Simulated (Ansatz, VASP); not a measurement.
# SrO in VASP and in Ansatz

The input INCAR:

```
ALGO = Normal
EDIFF = 1E-6
ENCUT = 520
GGA = PE
ISIF = 2
ISMEAR = 0
LASPH = True
LCHARG = False
LREAL = False
LWAVE = False
NBANDS = 24
NELM = 60
PREC = Accurate
SIGMA = 0.05
```

Contents of KPOINTS:

```
k-points
0
Gamma
  9 9 4
```

Contents of POSCAR:

```
SrO
1.0
    3.6066365453      0.0000000000      0.0000000000
   -1.8033182727      3.1234388704      0.0000000000
    0.0000000000      0.0000000000      6.2944353951
Sr O
2 2
Direct
    0.3333333333      0.6666666667      0.2525973803
    0.6666666667      0.3333333333      0.7525973803
    0.0000000000      0.0000000000     -0.0142247929
    0.0000000000      0.0000000000      0.4857752071
```

Input for Ansatz:

```yaml
crystal:
  lattice:
    - [3.6066365453, 0.0, 0.0]
    - [-1.8033182727, 3.1234388704, 0.0]
    - [0.0, 0.0, 6.2944353951]
  atoms:
    - { symbol: Sr, position: [0.3333333333, 0.6666666667, 0.2525973803] }
    - { symbol: Sr, position: [0.6666666667, 0.3333333333, 0.7525973803] }
    - { symbol: O, position: [0.0, 0.0, -0.0142247929] }
    - { symbol: O, position: [0.0, 0.0, 0.4857752071] }
basis:
  ecutwfc: 520.0
kpoints:
  mp_grid: { grid: [9, 9, 4] }
hamiltonian:
  xc: pbe
scf:
  occupations: { method: gaussian, width: 0.05 }
output:
  forces: true
  stress: true
  eigenvalues: true
```

Change from the starting cell: mode 8 frozen in at -0.089 Å, equal normal strain along x, y and z +0.0083.

Alike in both runs: task single point; functional PBE; k mesh 9 × 9 × 4; occupations gaussian, width 0.05 eV; no spin polarisation.

|  | VASP | Ansatz |
| --- | --- | --- |
| version | VASP 6.6.1 | Ansatz 0.2.0 |
| potentials or method | VASP PAW PBE potentials, release 64 (Sr_sv, O), cutoff 520 eV | scalar-relativistic, plane waves, PAW |
| valence electrons in the cell | 32 | 32 |

Ansatz gave:

* gap on the k mesh at the Fermi level (eV): 2.88
* least direct gap on the mesh (eV): 2.88
* pressure (GPa): -1.6
* traceless stress, the component that is largest in VASP (GPa): -0.16
* rms of the force components (eV/Å): 0.102

Question: What did VASP give for the same quantities?

Answer: gap on the k mesh at the Fermi level (eV): 2.88; least direct gap on the mesh (eV): 2.88; pressure (GPa): -1.1; traceless stress, the component that is largest in VASP (GPa): -0.17; rms of the force components (eV/Å): 0.109.

Atom by atom the forces differ by 0.008 eV/Å (rms over components). The functional is the same, so the differences come from potentials, cutoffs and numerics.
